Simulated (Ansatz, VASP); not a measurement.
**C17O in VASP and in Ansatz**

INCAR

```
  PREC = Accurate
  ENCUT = 520
  EDIFF = 1E-6
  ISMEAR = 0
  SIGMA = 0.05
  LREAL = Auto
  LASPH = True
  NELM = 80
  ALGO = Normal
  ISIF = 2
  LWAVE = False
  LCHARG = False
  LDIPOL = True
  IDIPOL = 3
  DIPOL = 0.5 0.5 0.313
  GGA = PE
  IVDW = 12
  NBANDS = 52
```

File KPOINTS:

```
regular mesh
0
Gamma
  6 6 1
```

The input POSCAR:

```
C17O
1.0
    4.9298867130      0.0000000000      0.0000000000
   -0.0081547558      4.4132984516      0.0000000000
    0.0000000000      0.0000000000     23.6650337471
C O
17 1
Direct
    0.3745684085      0.7405378974      0.1690257467
    0.8745684085      0.7405378974      0.1690257467
    0.1243974091      0.6365956441      0.1920114160
    0.6243974091      0.6365956441      0.1920114160
    0.1240513173      0.4291046681      0.2380452569
    0.6240513173      0.4291046681      0.2380452569
    0.3738803179      0.3251624149      0.2610309261
    0.8738803179      0.3251624149      0.2610309261
    0.3735338584      0.1126520408      0.3070664644
    0.8735338584      0.1126520408      0.3070664644
    0.1233638388      0.0072945126      0.3289983678
    0.6233638388      0.0072945126      0.3289983678
    0.1229920122      0.7810454900      0.3748118563
    0.6229920122      0.7810454900      0.3748118563
    0.3728273188      0.6826774530      0.3936201337
    0.8728273188      0.6826774530      0.3936201337
    0.6228273188      0.6826774530      0.5774356332
    0.6228273188      0.6826774530      0.5288407310
```

Input for Ansatz:

```yaml
crystal:
  lattice:
    - [4.929886713, 0.0, 0.0]
    - [-0.0081547558, 4.4132984516, 0.0]
    - [0.0, 0.0, 23.6650337471]
  atoms:
    - { symbol: C, position: [0.3745684085, 0.7405378974, 0.1690257467] }
    - { symbol: C, position: [0.8745684085, 0.7405378974, 0.1690257467] }
    - { symbol: C, position: [0.1243974091, 0.6365956441, 0.192011416] }
    - { symbol: C, position: [0.6243974091, 0.6365956441, 0.192011416] }
    - { symbol: C, position: [0.1240513173, 0.4291046681, 0.2380452569] }
    - { symbol: C, position: [0.6240513173, 0.4291046681, 0.2380452569] }
    - { symbol: C, position: [0.3738803179, 0.3251624149, 0.2610309261] }
    - { symbol: C, position: [0.8738803179, 0.3251624149, 0.2610309261] }
    - { symbol: C, position: [0.3735338584, 0.1126520408, 0.3070664644] }
    - { symbol: C, position: [0.8735338584, 0.1126520408, 0.3070664644] }
    - { symbol: C, position: [0.1233638388, 0.0072945126, 0.3289983678] }
    - { symbol: C, position: [0.6233638388, 0.0072945126, 0.3289983678] }
    - { symbol: C, position: [0.1229920122, 0.78104549, 0.3748118563] }
    - { symbol: C, position: [0.6229920122, 0.78104549, 0.3748118563] }
    - { symbol: C, position: [0.3728273188, 0.682677453, 0.3936201337] }
    - { symbol: C, position: [0.8728273188, 0.682677453, 0.3936201337] }
    - { symbol: O, position: [0.6228273188, 0.682677453, 0.528840731] }
    - { symbol: C, position: [0.6228273188, 0.682677453, 0.5774356332] }
basis:
  ecutwfc: 420
kpoints:
  mp_grid: { grid: [6, 6, 1] }
hamiltonian:
  xc: pbe
  pseudopotentials: { kind: paw, azcp: { folder: soft_1 } }
  dispersion: d3bj
scf:
  occupations: { method: gaussian, width: 0.05 }
output:
  forces: true
  eigenvalues: true
efield:
  axis: 3
  dipole_correction: true
  ramp_width: 0.04
```

Alike in both runs: task single point; functional PBE; dispersion D3(BJ); k mesh 6 × 6 × 1; occupations gaussian, width 0.05 eV; no spin polarisation.

```csv
,VASP,Ansatz
version,VASP 6.6.1,Ansatz 0.2.0
potentials or method,"VASP PAW PBE potentials, release 64 (C, O), cutoff 520 eV","scalar-relativistic, plane waves, PAW"
valence electrons in the cell,74,74
```

|  | VASP | Ansatz | Ansatz less VASP |
| --- | --- | --- | --- |
| gap on the k mesh at the Fermi level (eV) | none | none | - |
| rms of the force components (eV/Å) | 0.738 | 0.790 | +0.0513 |

A gap of «none» marks a metal or a gap that the smearing closes.

Noted on VASP's run: the standard files for N, O and F lose accuracy on very short bonds.
